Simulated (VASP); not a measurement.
Here is a VASP 6.6.1 calculation.

Contents of INCAR:

```
SYSTEM = ZnTe3O
  ALGO = Normal
  EDIFF = 1E-7
  ENCUT = 520
  GGA = PE
  ISIF = 2
  ISMEAR = 0
  LASPH = .TRUE.
  LCHARG = .TRUE.
  LELF = .TRUE.
  LREAL = .FALSE.
  LVHAR = .TRUE.
  LWAVE = .FALSE.
  NBANDS = 26
  NELM = 80
  PREC = Accurate
  SIGMA = 0.1
```

Contents of KPOINTS:

```
k-points
0
G
  4 4 4
  0 0 0
```

POSCAR

```
ZnTe3O
1.0
    3.1676580100     -5.2393360100      0.0000000000
    3.1676580100      5.2393360100      0.0000000000
    0.0000000000      0.0000000000      4.0398647400
Zn Te O
1 3 1
Direct
    0.0000000000      0.0000000000      0.0000000000
    0.0000000000      0.5000000000      0.5000000000
    0.5000000000      0.0000000000      0.5000000000
    0.5000000000      0.5000000000      0.5000000000
    0.0000000000      0.0000000000      0.5000000000
```

Potentials or basis: VASP PAW PBE potentials, release 64 (Zn, Te, O).

Run with:

```console
$ cat potpaw_PBE.64/Zn/POTCAR potpaw_PBE.64/Te/POTCAR potpaw_PBE.64/O/POTCAR > POTCAR
$ mpirun -np 1 vasp_std > vasp.out
```

(1) Estimate the pressure.

(2) Predict the band gap on the k mesh.

## Answers

(1) -3.9 GPa.

(2) zero (bands 18 and 19 overlap by 1.56 eV).

Caveat: the k points lie up to 0.39 Å⁻¹ apart, too coarse for converged energies and pressures of a metal; spin-orbit coupling is left out, which moves the levels of the heavy elements.
